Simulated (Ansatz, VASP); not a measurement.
**Two plane-wave programs on Cu**

Contents of INCAR:

```
PREC = Accurate
ENCUT = 520
EDIFF = 1E-6
ISMEAR = 0
SIGMA = 0.15
LREAL = False
LASPH = True
NELM = 60
ALGO = Fast
ISIF = 2
LWAVE = False
LCHARG = False
GGA = PS
NBANDS = 12
```

File KPOINTS:

```
Automatic mesh
0
Gamma
  32 32 32
```

File POSCAR:

```
Cu
1.0
    0.0000000000      1.9355287890      1.5097124554
    1.9355287890      0.0000000000      1.5097124554
    1.9355287890      1.9355287890      0.0000000000
Cu
1
Direct
    0.0000000000      0.0000000000      0.0000000000
```

Input for Ansatz:

```yaml
crystal:
  lattice:
    - [0.0, 1.935528789, 1.5097124554]
    - [1.935528789, 0.0, 1.5097124554]
    - [1.935528789, 1.935528789, 0.0]
  atoms:
    - { symbol: Cu, position: [0.0, 0.0, 0.0] }
basis:
  ecutwfc: 420
kpoints:
  mp_grid: { grid: [32, 32, 32] }
hamiltonian:
  xc: pbesol
scf:
  occupations: { method: gaussian, width: 0.15 }
output:
  forces: true
  stress: true
  eigenvalues: true
```

Alike in both runs: task single point; functional PBEsol; k mesh 32 × 32 × 32; occupations gaussian, width 0.15 eV; no spin polarisation.

|  | VASP | Ansatz |
| --- | --- | --- |
| version | VASP 6.6.1 | Ansatz 0.2.0 |
| potentials or method | VASP PAW PBE potentials, release 64 (Cu), cutoff 520 eV | scalar-relativistic, plane waves, PAW |
| valence electrons in the cell | 11 | 19 |

```csv
,VASP,Ansatz,Ansatz less VASP
gap on the k mesh at the Fermi level (eV),none,none,-
pressure (GPa),1.6,0.7,-0.93
"traceless stress, the component that is largest in VASP (GPa)",1.38,1.40,+0.017
```

VASP's potentials were made for PBE, not for PBEsol. A gap of «none» marks a metal or a gap that the smearing closes. VASP's potentials hold 11 valence electrons a cell and Ansatz's 19, so a difference there can come from the potentials and not from the codes.
